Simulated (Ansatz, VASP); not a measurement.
**BP in VASP and in Ansatz**

INCAR

```
PREC = Accurate
ENCUT = 520
EDIFF = 1E-7
ISMEAR = 0
SIGMA = 0.05
LREAL = F
LASPH = T
NELM = 80
ALGO = Normal
ISIF = 2
LWAVE = F
LCHARG = T
GGA = PE
LELF = T
LVHAR = T
NBANDS = 11
```

KPOINTS

```
regular mesh
0
Gamma
  12 12 12
```

File POSCAR:

```
BP
1.0
    0.0000000000      2.3335393883      2.1533075467
    2.1533075467      0.0000000000      2.1533075467
    2.1533075467      2.3335393883      0.0000000000
B P
1 1
Direct
    0.0000000000      0.0000000000      0.0000000000
    0.7500000000      0.7500000000      0.7500000000
```

Input for Ansatz:

```yaml
crystal:
  lattice:
    - [0.0, 2.3335393883, 2.1533075467]
    - [2.1533075467, 0.0, 2.1533075467]
    - [2.1533075467, 2.3335393883, 0.0]
  atoms:
    - { symbol: B, position: [0.0, 0.0, 0.0] }
    - { symbol: P, position: [0.75, 0.75, 0.75] }
basis:
  ecutwfc: 520.0
kpoints:
  mp_grid: { grid: [12, 12, 12] }
hamiltonian:
  xc: pbe
scf:
  occupations: { method: gaussian, width: 0.05 }
output:
  forces: true
  stress: true
  eigenvalues: true
```

Alike in both runs: task single point; functional PBE; k mesh 12 × 12 × 12; occupations gaussian, width 0.05 eV; no spin polarisation.

|  | VASP | Ansatz |
| --- | --- | --- |
| version | VASP 6.6.1 | Ansatz 0.2.0 |
| potentials or method | VASP PAW PBE potentials, release 64 (B, P), cutoff 520 eV | scalar-relativistic, plane waves, PAW |
| valence electrons in the cell | 8 | 8 |

Ansatz gave:

```
gap on the k mesh at the Fermi level (eV)                     : 0.50
least direct gap on the mesh (eV)                             : 3.12
pressure (GPa)                                                : 15.7
traceless stress, the component that is largest in VASP (GPa) : -16.94
```

Question: Which values does VASP return?

Answer: gap on the k mesh at the Fermi level (eV): 0.50; least direct gap on the mesh (eV): 3.12; pressure (GPa): 15.4; traceless stress, the component that is largest in VASP (GPa): -16.97.

With one functional, cell and mesh, what is left measures potentials, basis and numerics.
